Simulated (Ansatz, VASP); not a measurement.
Bi3O: VASP beside Ansatz

INCAR

```
SYSTEM = Bi3O
ALGO = Normal
EDIFF = 1E-6
EDIFFG = -0.04
ENCUT = 600
GGA = PE
IBRION = 2
ISIF = 3
ISMEAR = 0
LASPH = .TRUE.
LCHARG = .FALSE.
LREAL = .FALSE.
LWAVE = .FALSE.
NELM = 80
NSW = 90
PREC = Accurate
SIGMA = 0.1
```

File KPOINTS:

```
k-points
0
G
  6 6 2
  0 0 0
```

POSCAR

```
Bi3O
1.0
    3.1497946000      0.0000000000      0.0000000000
    0.0000000000      3.1497946000      0.0000000000
    0.0000000000      0.0000000000     10.3678407100
Bi O
3 1
Direct
    0.5000000000      0.5000000000      0.7342755200
    0.0000000000      0.0000000000      0.5000000000
    0.5000000000      0.5000000000      0.2657244800
    0.0000000000      0.0000000000      0.0000000000
```

Input for Ansatz:

```yaml
crystal:
  lattice:
    - [3.1497946, 0.0, 0.0]
    - [0.0, 3.1497946, 0.0]
    - [0.0, 0.0, 10.36784071]
  atoms:
    - { symbol: Bi, position: [0.5, 0.5, 0.73427552] }
    - { symbol: Bi, position: [0.0, 0.0, 0.5] }
    - { symbol: Bi, position: [0.5, 0.5, 0.26572448] }
    - { symbol: O, position: [0.0, 0.0, 0.0] }
basis:
  ecutwfc: 420
kpoints:
  mp_grid: { grid: [6, 6, 2] }
hamiltonian:
  xc: pbe
scf:
  occupations: { method: gaussian, width: 0.1 }
  lower_state_search: "off"
output:
  forces: true
  stress: true
  eigenvalues: true
relax:
  adjacent_minimum: "off"
  f_tol: 0.04
  max_steps: 70
  cell: { stress_tol: 0.4 }
```

Change from the starting cell: species swapped into the TlIn3 type (P4/mmm, No. 123).

Alike in both runs: task relaxation of cell and atoms; functional PBE; k mesh 6 × 6 × 2; occupations gaussian, width 0.1 eV; no spin polarisation.

|  | VASP | Ansatz |
| --- | --- | --- |
| version | VASP 6.6.1 | Ansatz 0.2.0 |
| potentials or method | VASP PAW PBE potentials, release 64 (Bi_d, O), cutoff 600 eV | scalar-relativistic, plane waves, PAW |
| valence electrons in the cell | 51 | 51 |

Ansatz gave:

```
gap on the k mesh at the Fermi level, each at its own relaxed structure (eV) : none
relaxed volume (Å³/atom)                                                     : 24.55
relaxed cell length with the largest relative difference (Å)                 : 9.211
```

Question: Which values does VASP return?

Answer: gap on the k mesh at the Fermi level, each at its own relaxed structure (eV): none; relaxed volume (Å³/atom): 23.93; relaxed cell length with the largest relative difference (Å): 8.128.

A gap of «none» marks a metal or a gap that the smearing closes. One of these differences is far larger than is usual between the two programs; its cause wasn't traced.

Neither program's run includes spin-orbit coupling. Noted on VASP's run: too few bands were computed for a metal, which touches its energy and stress.
